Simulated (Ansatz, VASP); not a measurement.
**One calculation of TiO2, two programs**

```
Ti O
1.0
     4.59124    0.00000    0.00000
     0.00000    4.59124    0.00000
     0.00000    0.00000    2.93901
Ti O
2 4
Direct
  0.50000 0.50000 0.00000
  0.00000 0.00000 0.50000
  0.69556 0.69556 0.50000
  0.80444 0.19556 0.00000
  0.19556 0.80444 0.00000
  0.30444 0.30444 0.50000
```

Alike in both runs: functional PBEsol; k mesh 6 × 6 × 10; occupations gaussian, width 0.02 eV; no spin polarisation.

Ansatz relaxed the structure, and its values are those at the end. VASP's run is a single point on that final structure, the one shown.

|  | VASP | Ansatz |
| --- | --- | --- |
| version | VASP 6.6.1 | Ansatz 0.2.0 |
| potentials or method | VASP PAW PBE potentials, release 64 (Ti_sv, O), cutoff 520 eV | scalar-relativistic, plane waves, PAW |
| valence electrons in the cell | 48 | 48 |

|  | VASP | Ansatz | Ansatz less VASP |
| --- | --- | --- | --- |
| gap on the k mesh at the Fermi level (eV) | 1.84 | 1.87 | +0.028 |
| least direct gap on the mesh (eV) | 1.84 | 1.87 | +0.028 |
| pressure (GPa) | 0.7 | 0.0 | -0.67 |
| rms of the force components (eV/Å) | 0.012 | 0.000 | -0.0118 |

VASP's potentials were made for PBE, not for PBEsol. The functional is the same, so the differences come from potentials, cutoffs and numerics.
